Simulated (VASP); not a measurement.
The system is GaP.

```
CELL_PARAMETERS angstrom
0.00000 2.72525 2.72525
2.72525 0.00000 2.72525
2.72525 2.72525 0.00000
ATOMIC_POSITIONS crystal
Ga 0.00000 0.00000 0.00000
P 0.25000 0.25000 0.25000
```

- Program: VASP 6.6.1
- Task: relaxation of cell and atoms
- Functional: PBE
- Potentials or basis: VASP PAW PBE potentials, release 64 (Ga_d, P)
- Cutoff: 600 eV
- k mesh: 6 × 6 × 6
- Occupations: gaussian, width 0.01 eV
- Spin: no spin polarisation

At the start: pressure 2.4 GPa; volume 20.24 Å³/atom.

Task: Where does the relaxation end?

Result: Over 3 steps the energy falls by 4.7 meV/atom and the volume is 20.87 Å³/atom (+3.1 %); space group F-43m (No. 216, to 0.05 Å).

Step by step:
```
step  energy change (eV)  largest force (eV/Å)  pressure (GPa)  volume (Å³)
   1              0.0000                0.0000            2.44        40.48
   2             -0.0074                0.0000           -1.07        42.32
   3             -0.0094                0.0000            0.05        41.73
```

Final structure:
```
CELL_PARAMETERS angstrom
0.00000 2.75303 2.75303
2.75303 0.00000 2.75303
2.75303 2.75303 0.00000
ATOMIC_POSITIONS crystal
Ga 0.00000 0.00000 0.00000
P 0.25000 0.25000 0.25000
```
